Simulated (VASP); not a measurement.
# Al2GaP2 (I4/mmm) in VASP: relaxation of cell and atoms with PBE

Aim: the relaxation of cell and atoms of Al2GaP2 with PBE.

Everything below comes from runs of VASP 6.6.1. Logs are shortened: lines on timing, memory, paths and dates and some standing lists are left out, and cuts for length are marked.

## (1) The cell of the first run

The structure is tetragonal, space group I4/mmm (No. 139). The conventional cell has a = 3.931 Å, b = 3.931 Å, c = 12.897 Å, α = 90.00°, β = 90.00°, γ = 90.00°. Al (site symmetry -4m2) has 4 P at 2.45 Å and 4 Al at 2.78 Å within 3.2 Å. Within 4.3 Å of Ga (site symmetry 4/mmm) lie 8 P at 3.29 Å and 8 Al at 3.78 Å and 4 Ga at 3.93 Å. Within 3.3 Å of P (site symmetry 4mm) lie 4 Al at 2.45 Å and 4 Ga at 3.29 Å.

The cell was generated, and may not be a known phase.

## (2) Relaxation of cell and atoms, PBE

Input file INCAR:

```
PREC = Accurate
ENCUT = 600
EDIFF = 1E-6
ISMEAR = 0
SIGMA = 0.1
LREAL = F
LASPH = T
NELM = 100
ALGO = Fast
ISIF = 3
LWAVE = F
LCHARG = F
GGA = PE
IBRION = 2
NSW = 100
EDIFFG = -0.01
```

Input file KPOINTS:

```
regular mesh
0
Gamma
  14 14 14
```

Input file POSCAR:

```
Al2GaP2
1.0
   -1.9654325433      1.9654325433      6.4484919386
    1.9654325433     -1.9654325433      6.4484919386
    1.9654325433      1.9654325433     -6.4484919386
Al Ga P
2 1 2
Direct
    0.7500000000      0.2500000000      0.5000000000
    0.2500000000      0.7500000000      0.5000000000
    0.0000000000      0.0000000000      0.0000000000
    0.6366680315      0.6366680315      0.0000000000
    0.3633319685      0.3633319685      0.0000000000
```

Potentials or basis: VASP PAW PBE potentials, release 64 (Al, Ga_d, P).

The run is started by

```console
$ cat potpaw_PBE.64/Al/POTCAR potpaw_PBE.64/Ga_d/POTCAR potpaw_PBE.64/P/POTCAR > POTCAR
$ mpirun -np 1 vasp_std > vasp.out
```

OUTCAR:

```text
PREC = Accurate
   ENCUT = 600
   EDIFF = 1E-6
   ISMEAR = 0
   LREAL = F
   LASPH = T
   NELM = 100
   ISIF = 3
   GGA = PE
   IBRION = 2
   NSW = 100
   EDIFFG = -0.01

 ion  position               nearest neighbor table
   1  0.750  0.250  0.500-   5 2.45   4 2.45   5 2.45   4 2.45   2 2.78   2 2.78   2 2.78   2 2.78

   2  0.250  0.750  0.500-   5 2.45   4 2.45   5 2.45   4 2.45   1 2.78   1 2.78   1 2.78   1 2.78

   3  0.000  0.000  0.000-
   4  0.637  0.637  0.000-   2 2.45   1 2.45   1 2.45   2 2.45
   5  0.363  0.363  0.000-   1 2.45   2 2.45   2 2.45   1 2.45

  LATTYP: Found a body centered tetragonal cell.
 ALAT       =     3.9308650866
 C/A-ratio  =     3.2809530709

  Lattice vectors:

 A1 = (  -1.9654325433,   1.9654325433,   6.4484919386)
 A2 = (   1.9654325433,  -1.9654325433,   6.4484919386)
 A3 = (   1.9654325433,   1.9654325433,  -6.4484919386)

Analysis of symmetry for initial positions (statically):
=====================================================================
 Subroutine PRICEL returns:
 Original cell was already a primitive cell.

 Routine SETGRP: Setting up the symmetry group for a
 body centered tetragonal supercell.

 Subroutine GETGRP returns: Found 16 space group operations
 (whereof 16 operations were pure point group operations)
 out of a pool of 16 trial point group operations.

The static configuration has the point symmetry D_4h.

Analysis of symmetry for dynamics (positions and initial velocities):
=====================================================================
 Subroutine PRICEL returns:
 Original cell was already a primitive cell.

 Routine SETGRP: Setting up the symmetry group for a
 body centered tetragonal supercell.

 Subroutine GETGRP returns: Found 16 space group operations
 (whereof 16 operations were pure point group operations)
 out of a pool of 16 trial point group operations.

The dynamic configuration has the point symmetry D_4h.

 Subroutine INISYM returns: Found 16 space group operations
 (whereof 16 operations are pure point group operations),
 and found     1 'primitive' translations

----------------------------------------------------------------------------------------

                                     Primitive cell

  volume of cell :      99.6402

  direct lattice vectors                    reciprocal lattice vectors
    -1.965432543  1.965432543  6.448491939     0.000000000  0.254396927  0.077537509
[... 102 lines left out ...]
   PSTRESS=    0.0 pullay stress
   NELECT =      29.0000    total number of electrons
   NUPDOWN=      -1.0000    fix difference up-down
   EMIN   =  10.00;   EMAX   =-10.00  energy-range for DOS
   EFERMI =   0.00;   METHOD = LEGACY
   ISMEAR =     0;   SIGMA  =   0.10  broadening in eV -4-tet -1-fermi 0-gaus
   EFERMI_NEDOS =   21; number of points for ismear=-14 and -15
   IALGO  =     68    algorithm
   IMIX   =      4    mixing-type and parameters
     AMIX     =   0.40;   BMIX     =  1.00
     AMIX_MAG =   1.60;   BMIX_MAG =  1.00
  volume/ion in A,a.u.               =      19.93       134.48
  Fermi-wavevector in a.u.,A,eV,Ry     =   1.084916  2.050194 16.014631  1.177042
  Thomas-Fermi vector in A             =   2.221017
   LORBIT       =      0    0 simple, 1 ext, 2 COOP (PROOUT), +10 PAW based schemes
   GGA     = PE    functional components
   LHFCALC =     F    Hartree Fock is set to
   AEXX    =    0.0000 exact exchange contribution
   IVDW    =     0    specifies the selected vdW correction
   LEPSILON=     F    determine dielectric tensor
   LRPA    =     F    only Hartree local field effects (RPA)
 conjugate gradient relaxation of ions
 non-spin polarized calculation
 RMM-DIIS sequential band-by-band and
 Gauss-broadening in eV      SIGMA  =   0.10
  energy-cutoff  :      600.00
  volume of cell :       99.64
 maximum number of plane-waves:      3354
   NGX = 29   NGY = 29   NGZ = 29

--------------------------------------- Ionic step        1  -------------------------------------------

 number of electron      28.9999997 magnetization

 Free energy of the ion-electron system (eV)
  ---------------------------------------------------
  ext. energy  EPLUGINS =         0.00000000
  ---------------------------------------------------
  free energy    TOTEN  =       -21.61686061 eV

  energy without entropy =      -21.60776424  energy(sigma->0) =      -21.61231242

------------------------ aborting loop because EDIFF is reached ----------------------------------------

  FORCE on cell =-STRESS in cart. coord.  units (eV):
  Direction    XX          YY          ZZ          XY          YZ          ZX
  --------------------------------------------------------------------------------------
  -------------------------------------------------------------------------------------
  Total        0.0694573      0.0694573     -0.1803571      0.0000000     -0.0000000      0.0000000
  in kB        1.1168478      1.1168478     -2.9000764      0.0000000     -0.0000000      0.0000000
  external PRESSURE =      -0.2221269 kB  Pullay stress =       0.0000000 kB
[... 260 lines left out ...]
--------------------------------------- Ionic step        8  -------------------------------------------

 number of electron      28.9999999 magnetization

 Free energy of the ion-electron system (eV)
  ---------------------------------------------------
  ext. energy  EPLUGINS =         0.00000000
  ---------------------------------------------------
  free energy    TOTEN  =       -21.61807046 eV

  energy without entropy =      -21.60887778  energy(sigma->0) =      -21.61347412

 E-fermi :   6.2800     XC(G=0):  -9.6992

 val. band max:        6.2706192976   @ k =  -0.3571   0.5000   0.0714
 cond. band min:       6.2810160060   @ k =   0.5000   0.2143   0.1429
 fundamental gap:      0.0103967085
 Fermi energy:         6.2800416418

 k-point     1 :       0.0000    0.0000    0.0000
  band No.  band energies     occupation
      1      -9.1045      2.00000
      2      -9.0875      2.00000
      3      -9.0816      2.00000
      4      -9.0806      2.00000
      5      -9.0806      2.00000
      6      -7.1949      2.00000
[... 481 lines left out ...]
      5      -9.0807      2.00000
      6      -6.4078      2.00000
[... 10 lines left out ...]
     17       8.0190      0.00000
     18       8.6911      0.00000

 [... further k-points ...]

------------------------ aborting loop because EDIFF is reached ----------------------------------------

  FORCE on cell =-STRESS in cart. coord.  units (eV):
  Direction    XX          YY          ZZ          XY          YZ          ZX
  --------------------------------------------------------------------------------------
  -------------------------------------------------------------------------------------
  Total       -0.0012976     -0.0012976      0.0050070      0.0000000      0.0000000     -0.0000000
  in kB       -0.0208116     -0.0208116      0.0803059      0.0000000      0.0000000     -0.0000000
  external PRESSURE =       0.0128942 kB  Pullay stress =       0.0000000 kB
[... 20 lines left out ...]
  FREE ENERGIE OF THE ION-ELECTRON SYSTEM (eV)
  ---------------------------------------------------
  free  energy   TOTEN  =       -21.6180704579 eV

  energy  without entropy=      -21.6088777789  energy(sigma->0) =      -21.61347412

 reached required accuracy - stopping structural energy minimisation
```

CONTCAR:

```text
Al2GaP2
   1.00000000000000
    -1.9713581698029568    1.9713581698029568    6.4261019880856454
     1.9713581698029568   -1.9713581698029568    6.4261019880856454
     1.9713581698029568    1.9713581698029568   -6.4261019880856454
  Al              Ga              P
     2     1     2
Direct
     0.7500000000000000    0.2500000000000000    0.5000000000000000
     0.2500000000000000    0.7500000000000000    0.5000000000000000
     0.0000000000000000    0.0000000000000000    0.0000000000000000
     0.6373269616671718    0.6373269616671718    0.0000000000000000
     0.3626730383328282    0.3626730383328282    0.0000000000000000

  0.00000000E+00  0.00000000E+00  0.00000000E+00
  0.00000000E+00  0.00000000E+00  0.00000000E+00
  0.00000000E+00  0.00000000E+00  0.00000000E+00
  0.00000000E+00  0.00000000E+00  0.00000000E+00
  0.00000000E+00  0.00000000E+00  0.00000000E+00
```

It took 2.1 h on 1 thread of Oxide Virtual Turin-like, shared host; peak memory 0.85 GiB.

What came out:

```
Free energy                           : -21.6181 eV
Relaxed volume                        : 19.98 Å³/atom
Relaxed cell                          : a = 7.005 Å, b = 7.005 Å, c = 7.005 Å, α = 147.31°, β = 147.31°, γ = 46.91°
Space group after relaxing (to 0.1 Å) : I4/mmm (No. 139)
Energy gained by relaxing             : 0.2 meV/atom
Ionic steps                           : 8
Pressure after relaxing               : 0.0 GPa
Largest force after relaxing          : 0.009 eV/Å
Band gap on the k mesh                : zero (an odd number of electrons rules out a gap without spin polarisation)
```

Forces in eV/Å, atoms in the order of the input:
```
Al   0.000  0.000  0.000
Al   0.000  0.000  0.000
Ga   0.000  0.000  0.000
P    0.000  0.000  0.009
P    0.000  0.000 -0.009
```

The path:
| step | energy change (eV) | largest force (eV/Å) | pressure (GPa) | volume (Å³) |
| --- | --- | --- | --- | --- |
| 1 | 0.0000 | 0.0717 | -0.02 | 99.64 |
| 2 | -0.0007 | 0.0344 | 0.08 | 99.60 |
| 3 | -0.0009 | 0.0012 | 0.18 | 99.56 |
| 4 | -0.0012 | 0.0138 | -0.03 | 99.93 |
| 5 | -0.0012 | 0.0138 | 0.02 | 99.91 |
| 6 | -0.0012 | 0.0137 | -0.03 | 99.93 |
| 7 | -0.0012 | 0.0004 | 0.10 | 99.85 |
| 8 | -0.0012 | 0.0088 | 0.00 | 99.89 |

Final structure:
```cif
data_structure
_symmetry_space_group_name_H-M 'P 1'
_symmetry_Int_Tables_number 1
_cell_length_a 7.0048
_cell_length_b 7.0048
_cell_length_c 7.0048
_cell_angle_alpha 147.309
_cell_angle_beta 147.309
_cell_angle_gamma 46.907
_cell_volume 99.89
loop_
_atom_site_label
_atom_site_type_symbol
_atom_site_fract_x
_atom_site_fract_y
_atom_site_fract_z
_atom_site_occupancy
Al1 Al 0.75000 0.25000 0.50000 1
Al2 Al 0.25000 0.75000 0.50000 1
Ga1 Ga 0.00000 0.00000 0.00000 1
P1 P 0.63733 0.63733 0.00000 1
P2 P 0.36267 0.36267 0.00000 1
```
